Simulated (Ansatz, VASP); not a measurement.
# NaH: VASP beside Ansatz

POSCAR

```
NaH
1.0
    0.0000000000      2.4561594113      2.4561594113
    2.4561594113      0.0000000000      2.4561594113
    2.4561594113      2.4561594113      0.0000000000
Na H
1 1
Direct
    0.0000000000      0.0000000000      0.0000000000
    0.5000000000      0.5000000000      0.5000000000
```

File INCAR.step1:

```
PREC = Accurate
ENCUT = 520
EDIFF = 1E-5
ISMEAR = -1
SIGMA = 0.05
LREAL = False
LASPH = True
NELM = 100
ALGO = Normal
ISIF = 2
LWAVE = True
LCHARG = False
NBANDS = 11
GGA = PE
```

File INCAR.step2:

```
PREC = Accurate
ENCUT = 520
EDIFF = 1E-7
ISMEAR = -1
SIGMA = 0.05
LREAL = False
LASPH = True
NELM = 100
ALGO = Normal
ISIF = 2
LWAVE = False
LCHARG = False
GGA = PE
LHFCALC = True
HFSCREEN = 0.2079
PRECFOCK = Normal
NBANDS = 11
ISTART = 1
```

The input KPOINTS:

```
Automatic mesh
0
Gamma
  6 6 6
```

input

```
crystal:
  lattice:
    - [0.0, 2.4561594113, 2.4561594113]
    - [2.4561594113, 0.0, 2.4561594113]
    - [2.4561594113, 2.4561594113, 0.0]
  atoms:
    - { symbol: Na, position: [0.0, 0.0, 0.0] }
    - { symbol: H, position: [0.5, 0.5, 0.5] }
hamiltonian:
  xc: hse06
  pseudopotentials: { kind: paw }
kpoints:
  mp_grid: { grid: [6, 6, 6] }
scf:
  occupations: { method: fermi_dirac, width: 0.05 }
output:
  forces: true
  stress: true
  eigenvalues: true
```

Alike in both runs: task single point; functional HSE06; k mesh 6 × 6 × 6; occupations fermi-dirac, width 0.05 eV; no spin polarisation.

|  | VASP | Ansatz |
| --- | --- | --- |
| version | VASP 6.6.1 | Ansatz 0.2.0 |
| potentials or method | VASP PAW PBE potentials, release 64 (Na_pv, H) | Ansatz PAW |
| plane-wave cutoff (eV) | 520 | 420 |
| valence electrons in the cell | 8 | 10 |

Ansatz gave:

```
gap on the k mesh at the Fermi level (eV) : 4.75
least direct gap on the mesh (eV)         : 5.63
pressure (GPa)                            : -1.4
```

Task: Estimate VASP's values.

Result: gap on the k mesh at the Fermi level (eV): 4.74; least direct gap on the mesh (eV): 5.62; pressure (GPa): -1.4.

VASP's potentials hold 8 valence electrons a cell and Ansatz's 10, so a difference there can come from the potentials and not from the codes.
